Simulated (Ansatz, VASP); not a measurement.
## Si2W: VASP beside Ansatz

Contents of INCAR:

```
ALGO = Normal
EDIFF = 1E-6
ENCUT = 520
GGA = PE
ISIF = 2
ISMEAR = 0
LASPH = T
LCHARG = F
LREAL = F
LWAVE = F
NBANDS = 18
NELM = 100
PREC = Accurate
SIGMA = 0.15
```

File KPOINTS:

```
k-points
0
Gamma
  20 20 20
```

The input POSCAR:

```
Si2W
1.0
   -1.6144976568      1.6144976568      3.9334139095
    1.6144976568     -1.6144976568      3.9334139095
    1.6144976568      1.6144976568     -3.9334139095
Si W
2 1
Direct
    0.3345744059      0.3036050206     -0.0309693853
    0.6654255941      0.6344562088     -0.0309693853
    0.0000000000      0.0000000000      0.0000000000
```

Input for Ansatz:

```yaml
crystal:
  lattice:
    - [-1.6144976568, 1.6144976568, 3.9334139095]
    - [1.6144976568, -1.6144976568, 3.9334139095]
    - [1.6144976568, 1.6144976568, -3.9334139095]
  atoms:
    - { symbol: Si, position: [0.3345744059, 0.3036050206, -0.0309693853] }
    - { symbol: Si, position: [0.6654255941, 0.6344562088, -0.0309693853] }
    - { symbol: W, position: [0.0, 0.0, 0.0] }
basis:
  ecutwfc: 420
kpoints:
  mp_grid: { grid: [20, 20, 20] }
hamiltonian:
  xc: pbe
scf:
  occupations: { method: gaussian, width: 0.15 }
output:
  forces: true
  stress: true
  eigenvalues: true
```

Change from the starting cell: all Si atoms moved -0.100 Å, as atom 1 along Cartesian [1 0 0].

Alike in both runs: task single point; functional PBE; k mesh 20 × 20 × 20; occupations gaussian, width 0.15 eV; no spin polarisation.

|  | VASP | Ansatz |
| --- | --- | --- |
| version | VASP 6.6.1 | Ansatz 0.2.0 |
| potentials or method | VASP PAW PBE potentials, release 64 (Si, W_sv), cutoff 520 eV | scalar-relativistic, plane waves, PAW |
| valence electrons in the cell | 22 | 22 |

Ansatz gave:

| Item | Value |
| --- | --- |
| gap on the k mesh at the Fermi level (eV) | none |
| pressure (GPa) | 0.8 |
| traceless stress, the component that is largest in VASP (GPa) | 0.37 |
| rms of the force components (eV/Å) | 0.414 |

**Question.** What did VASP give for the same quantities?

**Answer.** gap on the k mesh at the Fermi level (eV): none; pressure (GPa): 0.8; traceless stress, the component that is largest in VASP (GPa): 0.40; rms of the force components (eV/Å): 0.415.

Atom by atom the forces differ by 0.002 eV/Å (rms over components). A gap of «none» marks a metal or a gap that the smearing closes.

Neither program's run includes spin-orbit coupling.
